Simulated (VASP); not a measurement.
## SbO4: single point with PBE

SbO4:

```
CELL_PARAMETERS angstrom
3.96743 0.00000 0.00000
-1.98371 3.43589 0.00000
0.00000 0.00000 5.06008
ATOMIC_POSITIONS crystal
Sb 0.00000 0.00000 0.00000
O 0.33333 0.66667 0.66439
O 0.33333 0.66667 0.33561
O 0.66667 0.33333 0.33561
O 0.66667 0.33333 0.66439
```

The cell was generated, and may not be a known phase.

```json
{
  "Program": "VASP 6.6.1",
  "Task": "single point",
  "Functional": "PBE",
  "Potentials or basis": "VASP PAW PBE potentials, release 64 (Sb, O)",
  "Cutoff": "520 eV",
  "k mesh": "6 × 6 × 4",
  "Occupations": "gaussian, width 0.1 eV",
  "Spin": "no spin polarisation",
  "Dipole correction": "no",
  "Further INCAR settings": "ALGO = Normal; EDIFF = 1e-07; NBANDS = 22"
}
```

```yaml
Pressure: -14.2 GPa
Largest_force: 2.885 eV/Å
Band_gap_on_the_k_mesh: zero (an odd number of electrons rules out a gap without spin polarisation)
```

Forces in eV/Å, atoms in the order of the input:
```
Sb   0.000  0.000  0.000
O    0.000  0.000 -2.885
O    0.000  0.000  2.885
O    0.000  0.000  2.885
O    0.000  0.000 -2.885
```

Stress tensor (GPa, compression positive):
```
  2.39   0.00   0.00
  0.00   2.39   0.00
  0.00   0.00 -47.38
```

Levels at points of the mesh, in eV from the Fermi level:
```
           k point  band 12  band 13  band 14  band 15  band 16  band 17
(0.00, 0.00, 0.00)    -2.33    -2.33     0.00     0.01     0.01     2.56
(0.50, 0.00, 0.00)    -2.21    -1.10    -0.16     0.68     0.78     1.63
(0.00, 0.00, 0.50)    -1.94    -1.94    -0.83    -0.83     1.06     1.42
(0.50, 0.00, 0.50)    -2.08    -1.18    -1.07     0.07     0.65     1.34
```

Run time: 14 s on 1 thread of Intel(R) Xeon(R) 6975P-C (Granite Rapids), with other jobs on the host, peak memory 0.19 GiB.

Caveat: the stress differs along the axes, from -47 to 2 GPa; spin-orbit coupling is left out, which moves the levels of the heavy elements; an odd number of electrons without spin polarisation forces a metal; a magnetic or distorted state may lie lower.
